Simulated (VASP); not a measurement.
A run of VASP 6.6.1:

File INCAR:

```
SYSTEM = MnO2
PREC = Accurate
ENCUT = 520
EDIFF = 1E-6
ISMEAR = 0
SIGMA = 0.05
LREAL = .False.
LASPH = .True.
NELM = 150
ALGO = Normal
ISIF = 2
LWAVE = .False.
LCHARG = .False.
ISPIN = 2
MAGMOM = 2.96 -2.96 0 0 0 0
LORBIT = 11
LMAXMIX = 4
LDAU = .True.
LDAUTYPE = 2
LDAUL = 2 -1
LDAUU = 3.9 0
LDAUJ = 0 0
LDAUPRINT = 1
GGA = PE
NBANDS = 38
```

KPOINTS

```
regular mesh
0
Gamma
  6 6 8
  0 0 0
```

Contents of POSCAR:

```
MnO2
1.0
    4.4993698534      0.0000096068      0.0000000000
    0.0000096068      4.4993698534      0.0000000000
    0.0000000000      0.0000000000      2.9606013851
Mn O
2 4
Direct
    0.0000000000      0.0000000000      0.0000000000
    0.5000000000      0.5000000000      0.5000000000
    0.3068900677      0.3068900677      0.0000000000
    0.1931094986      0.8068905014      0.5000000000
    0.6931099323      0.6931099323      0.0000000000
    0.8068905014      0.1931094986      0.5000000000
```

Potentials or basis: VASP PAW PBE potentials, release 64 (Mn_pv, O).

The run is started by

```sh
$ cat potpaw_PBE.64/Mn_pv/POTCAR potpaw_PBE.64/O/POTCAR > POTCAR
$ mpirun -np 1 vasp_std > vasp.out
```

Hardware: 1 thread of Intel(R) Xeon(R) 6975P-C (Granite Rapids) (shared host).

Problem. Estimate the wall time of this run.

Solution. Run time: 110 s on 1 thread of Intel(R) Xeon(R) 6975P-C (Granite Rapids), with other jobs on the host, peak memory 0.3 GiB. Counts: scf iterations 17, k points 50.
